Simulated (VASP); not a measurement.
Set up this calculation in VASP 6.6.1, as the native input.

```yaml
Task: single point
Functional: PBE
Potentials_or_basis: VASP PAW PBE potentials, release 64 (Ti_sv, O)
Cutoff: 520 eV
k_mesh: 8 × 8 × 8
Occupations: gaussian, width 0.05 eV
Spin: no spin polarisation
Hubbard_terms: Ti d U = 4.0 eV
Dipole_correction: no
Further_INCAR_settings: ALGO = Normal; EDIFF = 1e-06; NBANDS = 33
```

The structure of TiO2 lies in POSCAR:

```
TiO2
1.0
   -1.9086496194      1.9086496194      4.8899050332
    1.9086496194     -1.9086496194      4.8899050332
    1.9086496194      1.9086496194     -4.8899050332
Ti O
2 4
Direct
    0.0000000000      0.0000000000      0.0000000000
    0.7500000000      0.2500000000      0.5000000000
    0.1950026379      0.1950026379      0.0000000000
    0.9450026379      0.4450026379      0.5000000000
    0.5549973621      0.0549973621      0.5000000000
    0.8049973621      0.8049973621      0.0000000000
```

This cell differs from its parent crystal: atoms shifted along a free coordinate, c/a of the conventional cell at fixed volume 2.5620.

These files were run (other wordings do the same):

INCAR

```
SYSTEM = TiO2
  PREC = Accurate
  ENCUT = 520
  EDIFF = 1E-6
  ISMEAR = 0
  SIGMA = 0.05
  LREAL = .False.
  LASPH = .True.
  NELM = 150
  ALGO = Normal
  ISIF = 2
  LWAVE = .False.
  LCHARG = .False.
  LMAXMIX = 4
  LDAU = .True.
  LDAUTYPE = 2
  LDAUL = 2 -1
  LDAUU = 4 0
  LDAUJ = 0 0
  LDAUPRINT = 1
  GGA = PE
  NBANDS = 33
```

KPOINTS

```
regular mesh
0
Gamma
  8 8 8
  0 0 0
```

Potentials or basis: VASP PAW PBE potentials, release 64 (Ti_sv, O).

The run is started by

```sh
$ cat potpaw_PBE.64/Ti_sv/POTCAR potpaw_PBE.64/O/POTCAR > POTCAR
$ mpirun -np 1 vasp_std > vasp.out
```

It gave:

```
Pressure               : 11.3 GPa
Largest force          : 2.134 eV/Å
Band gap on the k mesh : 2.80 eV (least direct gap 3.02 eV)
```

Caveat: the stress differs along the axes, from 5 to 24 GPa; forces of over 1 eV/Å act on the atoms, so gaps and moduli don't describe the material at rest.

Wall time 7.5 min on 1 thread of Intel Xeon 8259CL (shared host), peak memory 0.32 GiB.
